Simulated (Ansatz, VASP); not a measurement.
# One calculation of Al3GaN4, two programs

File INCAR:

```
SYSTEM = Al3GaN4
ALGO = Normal
EDIFF = 1E-6
ENCUT = 520
GGA = PS
ISIF = 2
ISMEAR = 0
LASPH = .True.
LCHARG = .True.
LELF = .True.
LREAL = .False.
LVHAR = .True.
LWAVE = .False.
NBANDS = 31
NELM = 80
PREC = Accurate
SIGMA = 0.05
```

Contents of KPOINTS:

```
k-points
0
Gamma
  6 6 6
  0 0 0
```

POSCAR

```
Al3GaN4
1.0
    4.4972061705      0.0000000000      0.0000000000
    0.0000000000      4.4972061705      0.0000000000
    0.0000000000      0.0000000000      4.2323207271
Al Ga N
3 1 4
Direct
    0.5000000000      0.5000000000      0.0000000000
    0.5000000000      0.0000000000      0.5000000000
    0.0000000000      0.5000000000      0.5000000000
    0.0000000000      0.0000000000      0.0000000000
    0.7447140287      0.7447140287      0.2552859713
    0.7447140287      0.2552859713      0.7447140287
    0.2552859713      0.7447140287      0.7447140287
    0.2552859713      0.2552859713      0.2552859713
```

Input for Ansatz:

```yaml
crystal:
  lattice:
    - [4.4972061705, 0.0, 0.0]
    - [0.0, 4.4972061705, 0.0]
    - [0.0, 0.0, 4.2323207271]
  atoms:
    - { symbol: Al, position: [0.5, 0.5, 0.0] }
    - { symbol: Al, position: [0.5, 0.0, 0.5] }
    - { symbol: Al, position: [0.0, 0.5, 0.5] }
    - { symbol: Ga, position: [0.0, 0.0, 0.0] }
    - { symbol: "N", position: [0.7447140287, 0.7447140287, 0.2552859713] }
    - { symbol: "N", position: [0.7447140287, 0.2552859713, 0.7447140287] }
    - { symbol: "N", position: [0.2552859713, 0.7447140287, 0.7447140287] }
    - { symbol: "N", position: [0.2552859713, 0.2552859713, 0.2552859713] }
basis:
  ecutwfc: 520.0
kpoints:
  mp_grid: { grid: [6, 6, 6] }
hamiltonian:
  xc: pbesol
scf:
  occupations: { method: gaussian, width: 0.05 }
output:
  forces: true
  stress: true
  eigenvalues: true
```

Alike in both runs: task single point; functional PBEsol; k mesh 6 × 6 × 6; occupations gaussian, width 0.05 eV; no spin polarisation.

|  | VASP | Ansatz |
| --- | --- | --- |
| version | VASP 6.6.1 | Ansatz 0.2.0 |
| potentials or method | VASP PAW PBE potentials, release 64 (Al, Ga_d, N), cutoff 520 eV | scalar-relativistic, plane waves, PAW |
| valence electrons in the cell | 42 | 42 |

|  | VASP | Ansatz | Ansatz less VASP |
| --- | --- | --- | --- |
| gap on the k mesh at the Fermi level (eV) | 2.99 | 3.00 | +0.006 |
| least direct gap on the mesh (eV) | 2.99 | 3.00 | +0.006 |
| pressure (GPa) | -0.4 | -0.3 | +0.08 |
| traceless stress, the component that is largest in VASP (GPa) | 4.33 | 4.31 | -0.016 |
| rms of the force components (eV/Å) | 0.028 | 0.028 | -0.0005 |

VASP's potentials were made for PBE, not for PBEsol. Atom by atom the forces differ by 0.003 eV/Å (rms over components).
